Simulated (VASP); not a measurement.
# Si (a cell with a defect) in VASP: notebook

The runs below take Si (a cell with a defect) through single point, with LDA.

Program: VASP 6.6.1. These are calculated values, not measurements. Logs are shortened: lines on timing, memory, paths and dates and some standing lists are left out, and cuts for length are marked.

## (1) The cell of the first run

The cell holds a defect, 31 atoms: a = 9.356 Å, b = 9.356 Å, c = 9.356 Å, α = 109.47°, β = 109.47°, γ = 109.47°.

## (2) Single point, LDA

File INCAR:

```
PREC = Accurate
ENCUT = 520
EDIFF = 1E-6
ISMEAR = 0
SIGMA = 0.02
LREAL = Auto
LASPH = True
NELM = 100
ALGO = Normal
ISIF = 2
LWAVE = False
LCHARG = False
GGA = CA
NELECT = 122.0
NBANDS = 83
```

File KPOINTS:

```
Automatic mesh
0
Gamma
  2 2 2
  0.5 0.5 0.5
```

File POSCAR:

```
Si
1.0
   -5.4019422754     -5.4019422754      5.4019422754
    5.4019422754     -5.4019422754     -5.4019422754
    5.4019422754      5.4019422754      5.4019422754
Si
31
Direct
    0.2499999873      0.7499999618      0.7121618122
    0.0026718168      0.7499999618     -0.0045527143
    0.4985289295      0.4998439195      0.7512530296
    0.2499999873      0.5026717913     -0.0045527143
   -0.0081458664      0.4918541081      0.2461986693
    0.7482198613      0.7499999618      0.2501737211
    0.5081458409      0.7499999618      0.5043445230
   -0.0001560550     -0.0014710450      0.7512530296
    0.7517800622      0.2517800877      0.7519537960
    0.5001561220      0.2486850898      0.0014091228
    0.2499999873      0.2482198868      0.2501737211
    0.0014710450      0.2513149772      0.5027240873
    0.7513149518      0.5014710195      0.5027240873
    0.7486850643      0.0001561475      0.0014091228
    0.4973281577     -0.0026718168      0.2427754561
    0.2499999873      0.0081458664      0.5043445230
    0.0074532451      0.7500000543      0.7425456985
    0.4965874056      0.4962147619      0.5017948845
    0.2499999873      0.5074532196      0.7425456059
    0.0063313339      0.5063313084      0.0050596616
    0.7525157236      0.7499999618     -0.0002697178
    0.4936686407      0.7499999618      0.2487283150
   -0.0037852126     -0.0034126614      0.5017947919
    0.7474842925      0.2474842255      0.4972145875
    0.5037851871      0.2503726310      0.7555800843
    0.2499999873      0.2525157491     -0.0002697178
    0.0034126614      0.2496274361      0.2552074661
    0.7496274106      0.5034126359      0.2552074661
    0.7503726055      0.0037852126      0.7555800843
    0.4925468219     -0.0074531526     -0.0149076010
    0.2499999873     -0.0063313339      0.2487283150
```

Potentials or basis: VASP PAW LDA potentials, release 64 (Si).

The run is started by

```console
$ cat potpaw_LDA.64/Si/POTCAR > POTCAR
$ mpirun -np 1 vasp_std > vasp.out
```

OUTCAR:

```text
PREC = Accurate
   ENCUT = 520
   EDIFF = 1E-6
   ISMEAR = 0
   LREAL = Auto
   LASPH = True
   NELM = 100
   ISIF = 2
   GGA = CA
   NELECT = 122.0

 ion  position               nearest neighbor table
   1  0.250  0.750  0.712-  19 2.38  17 2.38  30 2.38
   2  0.003  0.750  0.995-  20 2.32  31 2.32  21 2.35  17 2.38
   3  0.499  0.500  0.751-  18 2.32  19 2.33  21 2.35  25 2.36
   4  0.250  0.503  0.995-  20 2.32  22 2.32  26 2.35  19 2.38
   5  0.992  0.492  0.246-  27 2.33  28 2.33  20 2.35
   6  0.748  0.750  0.250-  28 2.33  23 2.33  21 2.36  22 2.38
   7  0.508  0.750  0.504-  18 2.33  29 2.33  22 2.35
   8  1.000  0.999  0.751-  23 2.32  17 2.33  26 2.35  29 2.36
   9  0.752  0.252  0.752-  25 2.33  29 2.33  24 2.36  20 2.38
  10  0.500  0.249  0.001-  25 2.32  30 2.33  26 2.35  28 2.36
  11  0.250  0.248  0.250-  27 2.33  18 2.33  26 2.36  31 2.38
  12  0.001  0.251  0.503-  27 2.32  19 2.33  24 2.35  23 2.36
  13  0.751  0.501  0.503-  28 2.32  17 2.33  24 2.35  18 2.36
  14  0.749  0.000  0.001-  29 2.32  30 2.33  21 2.35  27 2.36
  15  0.497  0.997  0.243-  31 2.32  22 2.32  24 2.35  30 2.38
  16  0.250  0.008  0.504-  23 2.33  25 2.33  31 2.35
  17  0.007  0.750  0.743-   8 2.33  13 2.33   1 2.38   2 2.38
  18  0.497  0.496  0.502-   3 2.32  11 2.33   7 2.33  13 2.36
  19  0.250  0.507  0.743-   3 2.33  12 2.33   1 2.38   4 2.38
  20  0.006  0.506  0.005-   2 2.32   4 2.32   5 2.35   9 2.38
  21  0.753  0.750  1.000-   3 2.35  14 2.35   2 2.35   6 2.36
  22  0.494  0.750  0.249-   4 2.32  15 2.32   7 2.35   6 2.38
  23  0.996  0.997  0.502-   8 2.32   6 2.33  16 2.33  12 2.36
  24  0.747  0.247  0.497-  12 2.35  13 2.35  15 2.35   9 2.36
  25  0.504  0.250  0.756-  10 2.32   9 2.33  16 2.33   3 2.36
  26  0.250  0.253  1.000-   8 2.35  10 2.35   4 2.35  11 2.36
  27  0.003  0.250  0.255-  12 2.32  11 2.33   5 2.33  14 2.36
  28  0.750  0.503  0.255-  13 2.32   6 2.33   5 2.33  10 2.36
  29  0.750  0.004  0.756-  14 2.32   9 2.33   7 2.33   8 2.36
  30  0.493  0.993  0.985-  10 2.33  14 2.33   1 2.38  15 2.38
  31  0.250  0.994  0.249-  15 2.32   2 2.32  16 2.35  11 2.38

  LATTYP: Found a body centered cubic cell.
 ALAT       =    10.8038845508

  Lattice vectors:

 A1 = (  -5.4019422754,  -5.4019422754,   5.4019422754)
 A2 = (   5.4019422754,  -5.4019422754,  -5.4019422754)
 A3 = (   5.4019422754,   5.4019422754,   5.4019422754)

Analysis of symmetry for initial positions (statically):
=====================================================================
 Subroutine PRICEL returns:
 Original cell was already a primitive cell.

 Routine SETGRP: Setting up the symmetry group for a
 body centered cubic supercell.

 Subroutine GETGRP returns: Found  6 space group operations
 (whereof  1 operations were pure point group operations)
 out of a pool of 48 trial point group operations.

The static configuration has the point symmetry C_1 .
 The point group associated with its full space group is C_3v.

Analysis of symmetry for dynamics (positions and initial velocities):
=====================================================================
 Subroutine PRICEL returns:
 Original cell was already a primitive cell.

 Routine SETGRP: Setting up the symmetry group for a
 body centered cubic supercell.

 Subroutine GETGRP returns: Found  6 space group operations
 (whereof  1 operations were pure point group operations)
 out of a pool of 48 trial point group operations.

The dynamic configuration has the point symmetry C_1 .
 The point group associated with its full space group is C_3v.

 Subroutine INISYM returns: Found  6 space group operations
 (whereof  1 operations are pure point group operations),
 and found     1 'primitive' translations

----------------------------------------------------------------------------------------

                                     Primitive cell

  volume of cell :     630.5359

  direct lattice vectors                    reciprocal lattice vectors
    -5.401942275 -5.401942275  5.401942275     0.000000000 -0.092559301  0.092559301
     5.401942275 -5.401942275 -5.401942275     0.092559301 -0.092559301  0.000000000
     5.401942275  5.401942275  5.401942275     0.092559301  0.000000000  0.092559301

  length of vectors
     9.356438481  9.356438481  9.356438481     0.130898619  0.130898619  0.130898619

  position of ions in fractional coordinates (direct lattice)
     0.249999987  0.749999962  0.712161812
     0.002671817  0.749999962  0.995447286
     0.498528929  0.499843920  0.751253030
     0.249999987  0.502671791  0.995447286
     0.991854134  0.491854108  0.246198669
     0.748219861  0.749999962  0.250173721
[... 23 lines left out ...]
     0.492546822  0.992546847  0.985092399
     0.249999987  0.993668666  0.248728315

  ion indices of the primitive-cell ions
   primitive index   ion index
                 1           1
                 2           2
                 3           3
                 4           4
                 5           5
                 6           6
[... 23 lines left out ...]
                30          30
                31          31

----------------------------------------------------------------------------------------

 KPOINTS: Automatic mesh

Automatic generation of k-mesh.
 Grid dimensions read from file:
 generate k-points for:    2    2    2

 Generating k-lattice:

  Cartesian coordinates                     Fractional coordinates (reciprocal lattice)
     0.000000000 -0.046279650  0.046279650     0.500000000  0.000000000  0.000000000
     0.046279650 -0.046279650  0.000000000     0.000000000  0.500000000  0.000000000
     0.046279650  0.000000000  0.046279650     0.000000000  0.000000000  0.500000000

  Length of vectors
     0.065449309  0.065449309  0.065449309

  Shift w.r.t. Gamma in fractional coordinates (k-lattice)
     0.500000000  0.500000000  0.500000000

 Subroutine IBZKPT returns following result:
 ===========================================

 Found      2 irreducible k-points:

 Following reciprocal coordinates:
            Coordinates               Weight
  0.250000  0.250000  0.250000      2.000000
 -0.250000  0.250000  0.250000      6.000000
   k-points           NKPTS =      2   k-points in BZ     NKDIM =      2   number of bands    NBANDS=     83
   number of dos      NEDOS =    301   number of ions     NIONS =     31
   total plane-waves  NPLWV = 343000
   dimension x,y,z NGX =    70 NGY =   70 NGZ =   70
   dimension x,y,z NGXF=   140 NGYF=  140 NGZF=  140
   ions per type =              31
   NGX,Y,Z   is equivalent  to a cutoff of  12.44, 12.44, 12.44 a.u.
   NGXF,Y,Z  is equivalent  to a cutoff of  24.88, 24.88, 24.88 a.u.
 SYSTEM =  unknown system
   PREC   = accura    normal or accurate (medium, high low for compatibility)
   ISTART =      0    job   : 0-new  1-cont  2-samecut
   ICHARG =      2    charge: 1-file 2-atom 10-const
   ISPIN  =      1    spin polarized calculation?
   LNONCOLLINEAR =      F non collinear calculations
   LSORBIT =      F    spin-orbit coupling
   LASPH  =      T    aspherical Exc in radial PAW
   ENCUT  =  520.0 eV  38.22 Ry    6.18 a.u.  17.40 17.40 17.40*2*pi/ulx,y,z
   NELM   =    100;   NELMIN=  2; NELMDL= -5     # of ELM steps
   EDIFF  = 0.1E-05   stopping-criterion for ELM
   LREAL  =      T    real-space projection
   EDIFFG = 0.1E-04   stopping-criterion for IOM
   NSW    =      0    number of steps for IOM
   IBRION =     -1    ionic relax: 0-MD 1-quasi-New 2-CG
   NFREE  =      0    steps in history (QN), initial steepest desc. (CG)
   ISIF   =      2    stress and relaxation
   ISYM   =      2    0-nonsym 1-usesym 2-fastsym
   POTIM  = 0.5000    time-step for ionic-motion
   TEBEG  =    0.0;   TEEND  =   0.0 temperature during run
   PSTRESS=    0.0 pullay stress
   NELECT =     122.0000    total number of electrons
   NUPDOWN=      -1.0000    fix difference up-down
   EMIN   =  10.00;   EMAX   =-10.00  energy-range for DOS
   EFERMI =   0.00;   METHOD = LEGACY
   ISMEAR =     0;   SIGMA  =   0.02  broadening in eV -4-tet -1-fermi 0-gaus
   EFERMI_NEDOS =   21; number of points for ismear=-14 and -15
   IALGO  =     38    algorithm
   IMIX   =      4    mixing-type and parameters
     AMIX     =   0.40;   BMIX     =  1.00
     AMIX_MAG =   1.60;   BMIX_MAG =  1.00
  volume/ion in A,a.u.               =      20.34       137.26
  Fermi-wavevector in a.u.,A,eV,Ry     =   0.946873  1.789330 12.198542  0.896568
  Thomas-Fermi vector in A             =   2.074912
   LORBIT       =      0    0 simple, 1 ext, 2 COOP (PROOUT), +10 PAW based schemes
   GGA     = CA    functional components
   LHFCALC =     F    Hartree Fock is set to
   AEXX    =    0.0000 exact exchange contribution
   IVDW    =     0    specifies the selected vdW correction
   LEPSILON=     F    determine dielectric tensor
   LRPA    =     F    only Hartree local field effects (RPA)
 non-spin polarized calculation
 Gauss-broadening in eV      SIGMA  =   0.02
  energy-cutoff  :      520.00
  volume of cell :      630.54
 maximum number of plane-waves:     17028
 NGX is ok and might be reduce to    70
   NGX = 35   NGY = 35   NGZ = 35

 number of electron     121.9999997 magnetization

 Free energy of the ion-electron system (eV)
  ---------------------------------------------------
  ext. energy  EPLUGINS =         0.00000000
  ---------------------------------------------------
  free energy    TOTEN  =      -191.94228525 eV

  energy without entropy =     -191.94228525  energy(sigma->0) =     -191.94228525

 E-fermi :   5.0665     XC(G=0):  -9.4972

 val. band max:        4.9329016250   @ k =   0.2500   0.2500   0.2500
 cond. band min:       5.4636828610   @ k =  -0.2500   0.2500   0.2500
 fundamental gap:      0.5307812361
 Fermi energy:         5.0664712091

 k-point     1 :       0.2500    0.2500    0.2500
  band No.  band energies     occupation
      1      -5.5629      2.00000
      2      -5.5629      2.00000
      3      -5.5268      2.00000
      4      -5.3231      2.00000
      5      -3.6643      2.00000
      6      -3.6643      2.00000
[... 65 lines left out ...]
     72       7.2225      0.00000
     73       7.2478      0.00000

 k-point     2 :      -0.2500    0.2500    0.2500
  band No.  band energies     occupation
      1      -6.0288      2.00000
      2      -5.0632      2.00000
      3      -5.0136      2.00000
      4      -4.9874      2.00000
      5      -4.8048      2.00000
      6      -4.1999      2.00000
[... 65 lines left out ...]
     72       7.9722      0.00000
     73       8.0140      0.00000
 [bands above 73 left out]

------------------------ aborting loop because EDIFF is reached ----------------------------------------

  FORCE on cell =-STRESS in cart. coord.  units (eV):
  Direction    XX          YY          ZZ          XY          YZ          ZX
  --------------------------------------------------------------------------------------
  -------------------------------------------------------------------------------------
  Total      -24.5157388    -24.5157388    -24.5157388     -1.1398124     -1.1398124     -1.1398124
  in kB      -62.2939341    -62.2939341    -62.2939341     -2.8962374     -2.8962374     -2.8962374
  external PRESSURE =     -62.2939341 kB  Pullay stress =       0.0000000 kB

 VOLUME and BASIS-vectors are now :
 -----------------------------------------------------------------------------
  energy-cutoff  :      520.00
  volume of cell :      630.54
      direct lattice vectors                 reciprocal lattice vectors
    -5.401942275 -5.401942275  5.401942275     0.000000000 -0.092559301  0.092559301
     5.401942275 -5.401942275 -5.401942275     0.092559301 -0.092559301  0.000000000
     5.401942275  5.401942275  5.401942275     0.092559301  0.000000000  0.092559301

 POSITION                                       TOTAL-FORCE (eV/Angst)
 -----------------------------------------------------------------------------------
      6.54803     -1.55489      1.14609         0.150203      0.150203      0.150203
      9.41437      1.31146      1.34033         0.002756      0.002756     -0.005408
      4.06533     -1.33493      4.05112        -0.010188      0.011810     -0.005907
      6.74227      1.31146      4.01243        -0.005408      0.002756      0.002756
     -1.37102     -6.68496      4.03092        -0.071292      0.030556     -0.071292
      1.36104     -6.74187      1.34181        -0.012713     -0.012713      0.001907
[... 23 lines left out ...]
      8.02238     -2.70098      2.62044         0.074244     -0.029877      0.074244
      5.36087     -5.37461     -2.67364        -0.005091     -0.043382     -0.043382
 -----------------------------------------------------------------------------------
    total drift:                               -0.000214     -0.000178      0.001035

  FREE ENERGIE OF THE ION-ELECTRON SYSTEM (eV)
  ---------------------------------------------------
  free  energy   TOTEN  =      -191.9422852462 eV

  energy  without entropy=     -191.9422852462  energy(sigma->0) =     -191.94228525
```

Wall time 87 s (1 thread of AMD EPYC 9R45 (Zen 5), shared host); peak memory 0.46 GiB.

What came out:

* Free energy: -191.9423 eV
* Largest force: 0.260 eV/Å

Forces on the atoms (eV/Å):
```
Si   0.150  0.150  0.150
Si   0.003  0.003 -0.005
Si  -0.010  0.012 -0.006
Si  -0.005  0.003  0.003
Si  -0.071  0.031 -0.071
Si  -0.013 -0.013  0.002
Si  -0.071 -0.071  0.031
Si  -0.006  0.012 -0.010
Si  -0.013  0.002 -0.013
Si  -0.006 -0.010  0.012
Si   0.002 -0.013 -0.013
Si  -0.010 -0.006  0.012
Si   0.012 -0.006 -0.010
Si   0.012 -0.010 -0.006
Si   0.003 -0.005  0.003
Si   0.031 -0.071 -0.071
Si   0.074  0.074 -0.030
Si  -0.015  0.012 -0.018
Si  -0.030  0.074  0.074
Si  -0.043 -0.005 -0.043
Si   0.013  0.013 -0.018
Si  -0.043 -0.043 -0.005
Si  -0.018  0.012 -0.015
Si   0.013 -0.018  0.013
Si  -0.018 -0.015  0.012
Si  -0.018  0.013  0.013
Si  -0.015 -0.018  0.012
Si   0.012 -0.018 -0.015
Si   0.012 -0.015 -0.018
Si   0.074 -0.030  0.074
Si  -0.005 -0.043 -0.043
```

Levels at points of the mesh, in eV from the Fermi level:
| k point | band 58 | band 59 | band 60 | band 61 | band 62 | band 63 | band 64 | band 65 |
| --- | --- | --- | --- | --- | --- | --- | --- | --- |
| (0.25, 0.25, 0.25) | -0.19 | -0.17 | -0.13 | -0.13 | 0.92 | 0.93 | 0.93 | 2.01 |

Caveat: the cell carries a net charge on a neutralising background, which shifts energy and pressure; the cell is charged against a uniform background, so pressure and absolute levels hang on convention.

(Part 1 of 2 ends here.)
